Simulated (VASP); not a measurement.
# HgTe (Coloradoite) (F-43m) in VASP: a series of runs, part 2 of 2

VASP 6.6.1. Earlier steps stand in the parts before.

## Step 4: Single point, BLYP+D3(BJ)

File INCAR:

```
SYSTEM = HgTe
PREC = Accurate
ENCUT = 520
EDIFF = 1E-6
ISMEAR = -1
SIGMA = 0.05
LREAL = .FALSE.
LASPH = .TRUE.
NELM = 80
ALGO = Normal
ISIF = 2
LWAVE = .FALSE.
LCHARG = .FALSE.
GGA = B5
ALDAX = 1.0
AGGAX = 1.0
AGGAC = 1.0
ALDAC = 0.0
IVDW = 12
VDW_S6 = 1.0
VDW_S8 = 2.6996
VDW_A1 = 0.4298
VDW_A2 = 4.2359
NBANDS = 16
```

File KPOINTS:

```
regular mesh
0
G
  7 7 7
  0 0 0
```

File POSCAR:

```
HgTe
1.0
    0.0000000000      3.2357886999      3.2357886999
    3.2357886999      0.0000000000      3.2357886999
    3.2357886999      3.2357886999      0.0000000000
Hg Te
1 1
Direct
    0.0000000000      0.0000000000      0.0000000000
    0.7500000000      0.7500000000      0.7500000000
```

Potentials or basis: VASP PAW PBE potentials, release 64 (Hg, Te).

Launch:

```
$ cat potpaw_PBE.64/Hg/POTCAR potpaw_PBE.64/Te/POTCAR > POTCAR
$ mpirun -np 1 vasp_std > vasp.out
```

OUTCAR:

```text
SYSTEM = HgTe
   PREC = Accurate
   ENCUT = 520
   EDIFF = 1E-6
   ISMEAR = -1
   LREAL = .FALSE.
   LASPH = .TRUE.
   NELM = 80
   ISIF = 2
   GGA = B5
   IVDW = 12
 IVDW          = 12

 ion  position               nearest neighbor table
   1  0.000  0.000  0.000-   2 2.80   2 2.80   2 2.80   2 2.80
   2  0.750  0.750  0.750-   1 2.80   1 2.80   1 2.80   1 2.80

  LATTYP: Found a face centered cubic cell.
 ALAT       =     6.4715773998

  Lattice vectors:

 A1 = (   0.0000000000,   3.2357886999,   3.2357886999)
 A2 = (   3.2357886999,   0.0000000000,   3.2357886999)
 A3 = (   3.2357886999,   3.2357886999,   0.0000000000)

Analysis of symmetry for initial positions (statically):
=====================================================================
 Subroutine PRICEL returns:
 Original cell was already a primitive cell.

 Routine SETGRP: Setting up the symmetry group for a
 face centered cubic supercell.

 Subroutine GETGRP returns: Found 24 space group operations
 (whereof 24 operations were pure point group operations)
 out of a pool of 48 trial point group operations.

The static configuration has the point symmetry T_d .

Analysis of symmetry for dynamics (positions and initial velocities):
=====================================================================
 Subroutine PRICEL returns:
 Original cell was already a primitive cell.

 Routine SETGRP: Setting up the symmetry group for a
 face centered cubic supercell.

 Subroutine GETGRP returns: Found 24 space group operations
 (whereof 24 operations were pure point group operations)
 out of a pool of 48 trial point group operations.

The dynamic configuration has the point symmetry T_d .

 Subroutine INISYM returns: Found 24 space group operations
 (whereof 24 operations are pure point group operations),
 and found     1 'primitive' translations

----------------------------------------------------------------------------------------

[... 106 lines left out ...]
     AMIX     =   0.40;   BMIX     =  1.00
     AMIX_MAG =   1.60;   BMIX_MAG =  1.00
  volume/ion in A,a.u.               =      33.88       228.63
  Fermi-wavevector in a.u.,A,eV,Ry     =   1.052387  1.988723 15.068705  1.107519
  Thomas-Fermi vector in A             =   2.187468
   LORBIT       =      0    0 simple, 1 ext, 2 COOP (PROOUT), +10 PAW based schemes
   GGA     = B5    functional components
   LHFCALC =     F    Hartree Fock is set to
   AEXX    =    0.0000 exact exchange contribution
   IVDW    =    12    specifies the selected vdW correction
   LEPSILON=     F    determine dielectric tensor
   LRPA    =     F    only Hartree local field effects (RPA)
 non-spin polarized calculation
  energy-cutoff  :      520.00
  volume of cell :       67.76
 maximum number of plane-waves:      1841
 NGX is ok and might be reduce to    36
   NGX = 17   NGY = 17   NGZ = 17

 number of electron      18.0000002 magnetization

 Free energy of the ion-electron system (eV)
  ---------------------------------------------------
  ext. energy  EPLUGINS =         0.00000000
  ---------------------------------------------------
  free energy    TOTEN  =        -2.47843139 eV

  energy without entropy =       -2.47771844  energy(sigma->0) =       -2.47807491

 E-fermi :   3.5379     XC(G=0):  -8.2218

 val. band max:        3.4959285393   @ k =   0.0000   0.0000   0.0000
 cond. band min:       4.1935773903   @ k =   0.1429   0.0000   0.0000
 fundamental gap:      0.6976488511
 Fermi energy:         3.5379038235

 k-point     1 :       0.0000    0.0000    0.0000
  band No.  band energies     occupation
      1      -8.4808      2.00000
      2      -3.8662      2.00000
      3      -3.8662      2.00000
      4      -3.8662      2.00000
      5      -3.3440      2.00000
      6      -3.3440      2.00000
[... 357 lines left out ...]
      3      -3.6087      2.00000
      4      -3.4103      2.00000
      5      -3.3553      2.00000
      6      -2.7983      2.00000
[... 8 lines left out ...]
     15      13.6640      0.00000
     16      15.3764      0.00000

------------------------ aborting loop because EDIFF is reached ----------------------------------------

 Edisp (eV)   -1.64578

 E8    (eV) :    -1.2298

  FORCE on cell =-STRESS in cart. coord.  units (eV):
  Direction    XX          YY          ZZ          XY          YZ          ZX
  --------------------------------------------------------------------------------------
  -------------------------------------------------------------------------------------
  Total       0.93579     0.93579     0.93579     0.00000     0.00000     0.00000
  in kB      22.12688    22.12688    22.12688     0.00000     0.00000     0.00000
  external pressure =       22.13 kB  Pullay stress =        0.00 kB

 VOLUME and BASIS-vectors are now :
 -----------------------------------------------------------------------------
  energy-cutoff  :      520.00
  volume of cell :       67.76
      direct lattice vectors                 reciprocal lattice vectors
     0.000000000  3.235788700  3.235788700    -0.154521833  0.154521833  0.154521833
     3.235788700  0.000000000  3.235788700     0.154521833 -0.154521833  0.154521833
     3.235788700  3.235788700  0.000000000     0.154521833  0.154521833 -0.154521833

 POSITION                                       TOTAL-FORCE (eV/Angst)
 -----------------------------------------------------------------------------------
      0.00000      0.00000      0.00000        -0.000000     -0.000000     -0.000000
      4.85368      4.85368      4.85368         0.000000      0.000000      0.000000
 -----------------------------------------------------------------------------------
    total drift:                               -0.000000     -0.000000     -0.000000

  FREE ENERGIE OF THE ION-ELECTRON SYSTEM (eV)
  ---------------------------------------------------
  free  energy   TOTEN  =        -4.1242125144 eV

  energy  without entropy=       -4.1234995645  energy(sigma->0) =       -4.12385604
```

OSZICAR:

```text
N       E                     dE             d eps       ncg     rms          rms(c)
DAV:   1     0.108232643605E+03    0.10823E+03   -0.79560E+03   640   0.968E+02
DAV:   2     0.100137137535E+01   -0.10723E+03   -0.10045E+03   768   0.230E+02
DAV:   3    -0.273661339154E+01   -0.37380E+01   -0.37296E+01   776   0.439E+01
DAV:   4    -0.277067113013E+01   -0.34058E-01   -0.34056E-01   968   0.393E+00
DAV:   5    -0.277075003869E+01   -0.78909E-04   -0.78909E-04   848   0.182E-01    0.712E+00
DAV:   6    -0.248575475123E+01    0.28500E+00   -0.58752E-01   768   0.105E+01    0.563E+00
DAV:   7    -0.247941639915E+01    0.63384E-02   -0.12188E-01   744   0.236E+00    0.229E+00
DAV:   8    -0.247847394020E+01    0.94246E-03   -0.10249E-02   728   0.115E+00    0.658E-01
DAV:   9    -0.247840215650E+01    0.71784E-04   -0.73300E-04   800   0.316E-01    0.121E-01
DAV:  10    -0.247842320625E+01   -0.21050E-04   -0.94933E-05   784   0.852E-02    0.652E-02
DAV:  11    -0.247843225030E+01   -0.90440E-05   -0.23454E-05   744   0.352E-02    0.160E-02
DAV:  12    -0.247843138558E+01    0.86472E-06   -0.34789E-06   696   0.125E-02
   1 F= -.41242125E+01 E0= -.41238560E+01  d E =-.712950E-03
```

stdout:

```text
POSCAR found type information on POSCAR HgTe
 POSCAR found :  2 types and       2 ions
 scaLAPACK will be used
 -----------------------------------------------------------------------------
|                                                                             |
|                                                                             |
|     You enforced a specific xc type in the INCAR file but a different       |
|     I HOPE YOU KNOW WHAT YOU ARE DOING!                                     |
|                                                                             |
 -----------------------------------------------------------------------------

 LDA part: xc-table for (Slater(with rela. corr.)+VWN5), standard interpolation
 POSCAR, INCAR and KPOINTS ok, starting setup
 FFT: planning ... GRIDC
 FFT: planning ... GRID_SOFT
 FFT: planning ... GRID
 WAVECAR not read
 entering main loop
```

It took 27 s on 1 thread of AMD EPYC 9R45 (Zen 5), shared host; peak memory 0.18 GiB.

Results:

* Free energy: -4.1242 eV
* Pressure: 2.2 GPa
* Band gap on the k mesh: zero (filled and empty bands touch)
* Dispersion energy per atom: -0.823 eV

Levels at points of the mesh, in eV from the Fermi level:
| k point | band 5 | band 6 | band 7 | band 8 | band 9 | band 10 | band 11 | band 12 | band 13 | band 14 |
| --- | --- | --- | --- | --- | --- | --- | --- | --- | --- | --- |
| (0.00, 0.00, 0.00) | -6.88 | -6.88 | -0.85 | -0.04 | -0.04 | -0.04 | 4.22 | 4.22 | 4.22 | 6.59 |

Caveat: the PAW data sets were made with another functional, which shifts forces and pressure a little; spin-orbit coupling is left out, which moves the levels of the heavy elements; pairwise dispersion overbinds metals, which lowers pressure and volume.

## Step 5: The runs side by side

```csv
level,cell,gap on the mesh (eV),pressure (GPa)
revPBE,"a = 4.576 Å, angles 60.0°, 2 atoms",none,4.8
revPBE,"a = 4.606 Å, angles 60.0°, 2 atoms",none,3.8
BLYP+D3(BJ),"a = 4.576 Å, angles 60.0°, 2 atoms",none,2.2
```

Alike in all rows: task single point; potentials or basis VASP PAW PBE potentials, release 64 (Hg, Te); no spin polarisation; k mesh 7 × 7 × 7; cutoff (eV) 520; smearing fermi-dirac 0.05 eV.

Caveats: the PAW data sets were made with another functional, which shifts forces and pressure a little; spin-orbit coupling is left out, which moves the levels of the heavy elements; pairwise dispersion overbinds metals, which lowers pressure and volume (some runs).

Absolute energies hang on the potentials; compare differences alone.
